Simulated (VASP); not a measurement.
# Y2TaN3 (P-3m1) in VASP: further runs, part 3 of 3

VASP 6.6.1. Earlier steps stand in the parts before.

### 4 Relaxation of cell and atoms, PBE

This run uses another cell than the first one, of 14.78 Å³/atom.

Contents of INCAR:

```
  PREC = Accurate
  ENCUT = 600
  EDIFF = 1E-6
  ISMEAR = 0
  SIGMA = 0.1
  LREAL = False
  LASPH = True
  NELM = 100
  ALGO = Normal
  ISIF = 3
  LWAVE = False
  LCHARG = False
  GGA = PE
  IBRION = 2
  NSW = 90
  EDIFFG = -0.04
```

Contents of KPOINTS:

```
Automatic mesh
0
Gamma
  6 6 2
```

Contents of POSCAR:

```
Y2TaN3
1.0
    3.4999572700      0.0000000000      0.0000000000
   -1.7499786400      3.0310519100      0.0000000000
    0.0000000000      0.0000000000      8.3591145900
Y Ta N
2 1 3
Direct
    0.3333333300      0.6666666700      0.6755830000
    0.6666666700      0.3333333300      0.3244170000
    0.0000000000      0.0000000000      0.0000000000
    0.0000000000      0.0000000000      0.5000000000
    0.3333333300      0.6666666700      0.1780850000
    0.6666666700      0.3333333300      0.8219150000
```

Potentials or basis: VASP PAW PBE potentials, release 64 (Y_sv, Ta_pv, N).

Launch:

```bash
$ cat potpaw_PBE.64/Y_sv/POTCAR potpaw_PBE.64/Ta_pv/POTCAR potpaw_PBE.64/N/POTCAR > POTCAR
$ mpirun -np 1 vasp_std > vasp.out
```

OUTCAR:

```text
PREC = Accurate
   ENCUT = 600
   EDIFF = 1E-6
   ISMEAR = 0
   LREAL = False
   LASPH = True
   NELM = 100
   ISIF = 3
   GGA = PE
   IBRION = 2
   NSW = 90
   EDIFFG = -0.04

 ion  position               nearest neighbor table
   1  0.333  0.667  0.676-   6 2.36   6 2.36   6 2.36   4 2.50   4 2.50   4 2.50   3 3.38   3 3.38
                             3 3.38   2 3.56   2 3.56   2 3.56
   2  0.667  0.333  0.324-   5 2.36   5 2.36   5 2.36   4 2.50   4 2.50   4 2.50   3 3.38   3 3.38
                             3 3.38   1 3.56   1 3.56   1 3.56
   3  0.000  0.000  0.000-   5 2.51   6 2.51   6 2.51   5 2.51   6 2.51   5 2.51   1 3.38   2 3.38
                             1 3.38   2 3.38   2 3.38   1 3.38
   4  0.000  0.000  0.500-   1 2.50   2 2.50   2 2.50   1 2.50   2 2.50   1 2.50
   5  0.333  0.667  0.178-   2 2.36   2 2.36   2 2.36   3 2.51   3 2.51   3 2.51
   6  0.667  0.333  0.822-   1 2.36   1 2.36   1 2.36   3 2.51   3 2.51   3 2.51

  LATTYP: Found a hexagonal cell.
 ALAT       =     3.4999572700
 C/A-ratio  =     2.3883476126

  Lattice vectors:

 A1 = (   3.4999572700,   0.0000000000,   0.0000000000)
 A2 = (  -1.7499786400,   3.0310519100,   0.0000000000)
 A3 = (   0.0000000000,   0.0000000000,   8.3591145900)

Analysis of symmetry for initial positions (statically):
=====================================================================
 Subroutine PRICEL returns:
 Original cell was already a primitive cell.

 Routine SETGRP: Setting up the symmetry group for a
 hexagonal supercell.

 Subroutine GETGRP returns: Found 12 space group operations
 (whereof 12 operations were pure point group operations)
 out of a pool of 24 trial point group operations.

The static configuration has the point symmetry D_3d.

Analysis of symmetry for dynamics (positions and initial velocities):
=====================================================================
 Subroutine PRICEL returns:
 Original cell was already a primitive cell.

 Routine SETGRP: Setting up the symmetry group for a
 hexagonal supercell.

 Subroutine GETGRP returns: Found 12 space group operations
 (whereof 12 operations were pure point group operations)
 out of a pool of 24 trial point group operations.

The dynamic configuration has the point symmetry D_3d.

 Subroutine INISYM returns: Found 12 space group operations
 (whereof 12 operations are pure point group operations),
 and found     1 'primitive' translations

----------------------------------------------------------------------------------------

                                     Primitive cell

  volume of cell :      88.6781

  direct lattice vectors                    reciprocal lattice vectors
     3.499957270  0.000000000  0.000000000     0.285717774  0.164959234  0.000000000
    -1.749978640  3.031051910  0.000000000     0.000000000  0.329918467  0.000000000
     0.000000000  0.000000000  8.359114590     0.000000000  0.000000000  0.119629895

  length of vectors
     3.499957270  3.499957274  8.359114590     0.329918468  0.329918467  0.119629895

  position of ions in fractional coordinates (direct lattice)
     0.333333330  0.666666670  0.675583000
     0.666666670  0.333333330  0.324417000
     0.000000000  0.000000000  0.000000000
     0.000000000  0.000000000  0.500000000
     0.333333330  0.666666670  0.178085000
     0.666666670  0.333333330  0.821915000

  ion indices of the primitive-cell ions
[... 27 lines left out ...]
     0.000000000  0.000000000  0.000000000

 Subroutine IBZKPT returns following result:
 ===========================================

 Found     14 irreducible k-points:

 Following reciprocal coordinates:
            Coordinates               Weight
  0.000000  0.000000  0.000000      1.000000
  0.166667  0.000000  0.000000      6.000000
  0.333333 -0.000000  0.000000      6.000000
  0.500000  0.000000  0.000000      3.000000
  0.166667  0.166667  0.000000      6.000000
  0.333333  0.166667  0.000000     12.000000
  0.333333  0.333333  0.000000      2.000000
  0.000000  0.000000  0.500000      1.000000
  0.166667  0.000000  0.500000      6.000000
  0.333333 -0.000000  0.500000      6.000000
  0.500000  0.000000  0.500000      3.000000
  0.166667  0.166667  0.500000      6.000000
  0.333333  0.166667  0.500000     12.000000
  0.333333  0.333333  0.500000      2.000000
   k-points           NKPTS =     14   k-points in BZ     NKDIM =     14   number of bands    NBANDS=     28
   number of dos      NEDOS =    301   number of ions     NIONS =      6
   total plane-waves  NPLWV =  54880
   dimension x,y,z NGX =    28 NGY =   28 NGZ =   70
   dimension x,y,z NGXF=    56 NGYF=   56 NGZF=  140
   ions per type =               2   1   3
   NGX,Y,Z   is equivalent  to a cutoff of  13.30, 13.30, 13.92 a.u.
   NGXF,Y,Z  is equivalent  to a cutoff of  26.60, 26.60, 27.84 a.u.
 SYSTEM =  unknown system
   PREC   = accura    normal or accurate (medium, high low for compatibility)
   ISTART =      0    job   : 0-new  1-cont  2-samecut
   ICHARG =      2    charge: 1-file 2-atom 10-const
   ISPIN  =      1    spin polarized calculation?
   LNONCOLLINEAR =      F non collinear calculations
   LSORBIT =      F    spin-orbit coupling
   LASPH  =      T    aspherical Exc in radial PAW
   ENCUT  =  600.0 eV  44.10 Ry    6.64 a.u.   6.99  6.99 16.70*2*pi/ulx,y,z
   NELM   =    100;   NELMIN=  2; NELMDL= -5     # of ELM steps
   EDIFF  = 0.1E-05   stopping-criterion for ELM
   LREAL  =      F    real-space projection
   EDIFFG = -.4E-01   stopping-criterion for IOM
   NSW    =     90    number of steps for IOM
   IBRION =      2    ionic relax: 0-MD 1-quasi-New 2-CG
   NFREE  =      1    steps in history (QN), initial steepest desc. (CG)
   ISIF   =      3    stress and relaxation
   ISYM   =      2    0-nonsym 1-usesym 2-fastsym
   POTIM  = 0.5000    time-step for ionic-motion
   TEBEG  =    0.0;   TEEND  =   0.0 temperature during run
   PSTRESS=    0.0 pullay stress
   NELECT =      48.0000    total number of electrons
   NUPDOWN=      -1.0000    fix difference up-down
   EMIN   =  10.00;   EMAX   =-10.00  energy-range for DOS
   EFERMI =   0.00;   METHOD = LEGACY
   ISMEAR =     0;   SIGMA  =   0.10  broadening in eV -4-tet -1-fermi 0-gaus
   EFERMI_NEDOS =   21; number of points for ismear=-14 and -15
   IALGO  =     38    algorithm
   IMIX   =      4    mixing-type and parameters
     AMIX     =   0.40;   BMIX     =  1.00
     AMIX_MAG =   1.60;   BMIX_MAG =  1.00
  volume/ion in A,a.u.               =      14.78        99.74
  Fermi-wavevector in a.u.,A,eV,Ry     =   1.334186  2.521246 24.219089  1.780053
  Thomas-Fermi vector in A             =   2.462987
   LORBIT       =      0    0 simple, 1 ext, 2 COOP (PROOUT), +10 PAW based schemes
   GGA     = PE    functional components
   LHFCALC =     F    Hartree Fock is set to
   AEXX    =    0.0000 exact exchange contribution
   IVDW    =     0    specifies the selected vdW correction
   LEPSILON=     F    determine dielectric tensor
   LRPA    =     F    only Hartree local field effects (RPA)
 conjugate gradient relaxation of ions
 non-spin polarized calculation
 Gauss-broadening in eV      SIGMA  =   0.10
  energy-cutoff  :      600.00
  volume of cell :       88.68
 maximum number of plane-waves:      2979
 NGX is ok and might be reduce to    28
   NGX = 13   NGY = 13   NGZ = 33

--------------------------------------- Ionic step        1  -------------------------------------------

 number of electron      47.9999996 magnetization

 Free energy of the ion-electron system (eV)
  ---------------------------------------------------
  ext. energy  EPLUGINS =         0.00000000
  ---------------------------------------------------
  free energy    TOTEN  =       -56.90526695 eV

  energy without entropy =      -56.89421443  energy(sigma->0) =      -56.89974069

------------------------ aborting loop because EDIFF is reached ----------------------------------------

  FORCE on cell =-STRESS in cart. coord.  units (eV):
  Direction    XX          YY          ZZ          XY          YZ          ZX
  --------------------------------------------------------------------------------------
  -------------------------------------------------------------------------------------
  Total      -11.0275516    -11.0275516     -8.0845439      0.0000000     -0.0000000      0.0000000
  in kB     -199.2385104   -199.2385107   -146.0661929      0.0000003     -0.0000000      0.0000000
  external PRESSURE =    -181.5144046 kB  Pullay stress =       0.0000000 kB
[... 307 lines left out ...]
--------------------------------------- Ionic step        9  -------------------------------------------

 number of electron      48.0000002 magnetization

 Free energy of the ion-electron system (eV)
  ---------------------------------------------------
  ext. energy  EPLUGINS =         0.00000000
  ---------------------------------------------------
  free energy    TOTEN  =       -58.65934852 eV

  energy without entropy =      -58.64796427  energy(sigma->0) =      -58.65365640

 E-fermi :   6.5804     XC(G=0): -12.0123

 val. band max:        6.5655336537   @ k =   0.1667   0.1667   0.0000
 cond. band min:       6.6045445116   @ k =   0.1667   0.1667   0.5000
 fundamental gap:      0.0390108579
 Fermi energy:         6.5803671926

 k-point     1 :       0.0000    0.0000    0.0000
  band No.  band energies     occupation
      1     -35.3771      2.00000
      2     -35.3108      2.00000
      3     -29.0904      2.00000
      4     -29.0312      2.00000
      5     -29.0312      2.00000
      6     -16.1298      2.00000
[... 456 lines left out ...]
  FREE ENERGIE OF THE ION-ELECTRON SYSTEM (eV)
  ---------------------------------------------------
  free  energy   TOTEN  =       -58.6593485221 eV

  energy  without entropy=      -58.6479642748  energy(sigma->0) =      -58.65365640

 reached required accuracy - stopping structural energy minimisation
```

Wall time 13 min (1 thread of Intel Xeon 8259CL, shared host); peak memory 0.27 GiB.

What came out:

```
Free energy                           : -58.6593 eV
Relaxed volume                        : 12.99 Å³/atom
Relaxed cell                          : a = 3.310 Å, b = 3.310 Å, c = 8.214 Å, α = 90.00°, β = 90.00°, γ = 120.00°
Space group after relaxing (to 0.1 Å) : P-3m1 (No. 164)
Energy gained by relaxing             : 292.3 meV/atom
Ionic steps                           : 9
Pressure after relaxing               : 0.0 GPa
Largest force after relaxing          : 0.015 eV/Å
Band gap on the k mesh                : zero (bands 24 and 25 overlap by 0.66 eV)
```

Forces in eV/Å, atoms in the order of the input:
```
Y    0.000  0.000  0.001
Y    0.000  0.000 -0.001
Ta   0.000  0.000  0.000
N    0.000  0.000  0.000
N    0.000  0.000  0.015
N    0.000  0.000 -0.015
```

Step by step:
```tsv
step	energy change (eV)	largest force (eV/Å)	pressure (GPa)	volume (Å³)
1	0.0000	2.9680	-18.15	88.68
2	-0.5934	2.0849	33.73	68.86
3	-1.1762	2.6508	5.89	76.13
4	-1.6791	0.8225	1.81	77.19
5	-1.7022	1.0643	1.30	77.50
6	-1.7482	0.0424	-2.13	78.76
7	-1.7499	0.1311	-1.61	78.55
8	-1.7497	0.1401	1.80	77.31
9	-1.7541	0.0155	0.04	77.93
```

Final structure:
```xyz
6
Lattice="3.3098 0.0000 0.0000 -1.6549 2.8664 0.0000 0.0000 0.0000 8.2144" Properties=species:S:1:pos:R:3 pbc="T T T"
Y     0.0000    1.9109    5.5322
Y     1.6549    0.9555    2.6822
Ta    0.0000    0.0000    0.0000
N     0.0000    0.0000    4.1072
N     0.0000    1.9109    1.1711
N     1.6549    0.9555    7.0433
```

Caveat: the k points lie up to 0.38 Å⁻¹ apart in the final cell, too coarse for converged energies and pressures of a metal; spin-orbit coupling is left out, which moves the levels of the heavy elements.

### 5 The runs side by side

```tsv
task	cell	cutoff (eV)	gap on the mesh (eV)	pressure (GPa)	largest force (eV/Å)
single point	a = 3.314, b = 3.314, c = 8.209 Å, angles 90.0, 90.0, 120.0°, 6 atoms, atomic positions A	520	none	-0.2	0.04
single point	a = 3.500, b = 3.500, c = 8.359 Å, angles 90.0, 90.0, 120.0°, 6 atoms, atomic positions B	520	none	-18.1	2.97
relaxation of cell and atoms	relaxed from a = 3.500, b = 3.500, c = 8.359 Å, angles 90.0, 90.0, 120.0°, 6 atoms, atomic positions B	600	none	0.0	0.02
```

Alike in all rows: level PBE; potentials or basis VASP PAW PBE potentials, release 64 (Y_sv, Ta_pv, N); no spin polarisation; k mesh 6 × 6 × 2; smearing gaussian 0.1 eV.

Caveats: all runs use coarse meshes; spin-orbit coupling is left out, which moves the levels of the heavy elements; forces of over 1 eV/Å act on the atoms, so gaps and moduli don't describe the material at rest (at least some runs).

Total energies depend on the potentials used, so only differences within one code and one set of settings carry meaning.
